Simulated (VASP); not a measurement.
Runs of VASP 6.6.1 on Be2C. The structure is that of space group Fm-3m (No. 225), or close to it. The cells are those of the table. 

| task | level | potentials or basis | cell | k mesh | cutoff (eV) | grid for exact exchange (PRECFOCK) | screening parameter | gap on the mesh (eV) | pressure (GPa) | relaxed volume (Å³/atom) |
| --- | --- | --- | --- | --- | --- | --- | --- | --- | --- | --- |
| relaxation of cell and atoms | LDA | VASP PAW LDA potentials, release 64 (Be, C) | relaxed from a = 3.061 Å, angles 60.0°, 3 atoms | 10 × 10 × 10 | 600 | - | - | 1.20 | 0.0 | 6.49 |
| single point | PBE | VASP PAW PBE potentials, release 64 (Be, C) | a = 3.061 Å, angles 60.0°, 3 atoms | 10 × 10 × 10 | 600 | - | - | 1.16 | 0.3 | - |
| relaxation of cell and atoms | r2SCAN | VASP PAW PBE potentials, release 64 (Be, C) | relaxed from a = 3.061 Å, angles 60.0°, 3 atoms | 10 × 10 × 10 | 660 | - | - | 1.52 | 0.1 | (a) |
| relaxation of cell and atoms | PBE | VASP PAW PBE potentials, release 64 (Be, C) | relaxed from a = 3.058 Å, angles 60.0°, 3 atoms | 10 × 10 × 10 | 600 | - | - | 1.16 | 0.0 | (b) |
| single point | HSE06 | VASP PAW PBE potentials, release 64 (Be, C) | a = 3.045 Å, angles 60.0°, 3 atoms | 6 × 6 × 6 | 520 | Normal | 0.2079 1/Å | 1.91 | 0.3 | - |

Alike in all rows: no spin polarisation; smearing fermi-dirac 0.02 eV.

**Question.** Estimate the missing entries.

**Answer.** (a) 6.75; (b) 6.77.

Caveats: some runs use coarse meshes; the PAW data sets were made with another functional, which shifts forces and pressure a little (some runs).

A k mesh can miss the band edges.
